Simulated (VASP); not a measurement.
PbS (sol):

```
Pb S
1.0
     0.00000    2.98809    2.98809
     2.98809    0.00000    2.98809
     2.98809    2.98809    0.00000
Pb S
1 1
Cartesian
  2.9881 2.9881 2.9881
  0.0000 0.0000 0.0000
```

* Program: VASP 6.6.1
* Task: relaxation of cell and atoms
* Functional: PBEsol
* Potentials or basis: VASP PAW PBE potentials, release 64 (Pb_d, S)
* Cutoff: 500 eV
* k mesh: 10 × 10 × 10
* Occupations: gaussian, width 0.02 eV
* Spin: no spin polarisation

At the start: pressure -2.1 GPa; volume 26.68 Å³/atom.

Q: How do energy, volume and symmetry change on relaxing?

A: Over 3 steps the energy falls by 6.6 meV/atom and the volume is 25.69 Å³/atom (-3.7 %); space group Fm-3m (No. 225, to 0.05 Å).

The path:
| step | energy change (eV) | largest force (eV/Å) | pressure (GPa) | volume (Å³) |
| --- | --- | --- | --- | --- |
| 1 | 0.0000 | 0.0000 | -2.09 | 53.36 |
| 2 | -0.0116 | 0.0000 | 0.82 | 50.72 |
| 3 | -0.0133 | 0.0000 | 0.00 | 51.39 |

Final structure:
```cif
data_structure
_symmetry_space_group_name_H-M 'P 1'
_symmetry_Int_Tables_number 1
_cell_length_a 4.1731
_cell_length_b 4.1731
_cell_length_c 4.1731
_cell_angle_alpha 60.000
_cell_angle_beta 60.000
_cell_angle_gamma 60.000
_cell_volume 51.39
loop_
_atom_site_label
_atom_site_type_symbol
_atom_site_fract_x
_atom_site_fract_y
_atom_site_fract_z
_atom_site_occupancy
Pb1 Pb 0.50000 0.50000 0.50000 1
S1 S 0.00000 0.00000 0.00000 1
```

Caveat: the PAW data sets were made with another functional, which shifts forces and pressure a little.
